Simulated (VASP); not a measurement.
## Rb: single point with LDA

The system is Rb.

```
Rb
1.0
    -2.74119    2.74119    2.69405
     2.74119   -2.74119    2.69405
     2.36403    2.36403   -2.69405
Rb
1
Direct
  0.00000 0.00000 0.00000
```

```
Program             : VASP 6.6.1
Task                : single point
Functional          : LDA
Potentials or basis : VASP PAW LDA potentials, release 64 (Rb_sv)
Cutoff              : 520 eV
k mesh              : 12 × 12 × 12
Occupations         : gaussian, width 0.15 eV
Spin                : no spin polarisation
```

* Pressure: 0.5 GPa
* Band gap on the k mesh: zero (an odd number of electrons rules out a gap without spin polarisation)

Stress tensor (GPa, compression positive):
```
0.46 0.36 0.00
0.36 0.46 0.00
0.00 0.00 0.55
```

Levels at points of the mesh, in eV from the Fermi level:
```csv
k point,band 1,band 2,band 3,band 4,band 5,band 6,band 7,band 8,band 9
"(0.00, 0.00, 0.00)",-28.72,-12.79,-12.76,-12.75,-2.36,3.30,3.62,4.12,4.80
"(0.50, 0.00, 0.00)",-28.70,-13.03,-12.84,-12.75,0.09,1.05,2.57,4.64,5.67
"(0.50, 0.50, 0.00)",-28.71,-12.97,-12.81,-12.76,-0.10,0.78,2.33,5.46,6.34
"(0.00, 0.00, 0.50)",-28.69,-13.05,-12.91,-12.79,0.38,1.69,2.25,4.48,5.29
"(0.50, 0.50, 0.50)",-28.69,-12.99,-12.97,-12.87,0.91,1.18,3.60,4.12,4.46
```

Run time: 2.3 min on 1 thread of Oxide Virtual Turin-like Processor, with other jobs on the host, peak memory 0.26 GiB.
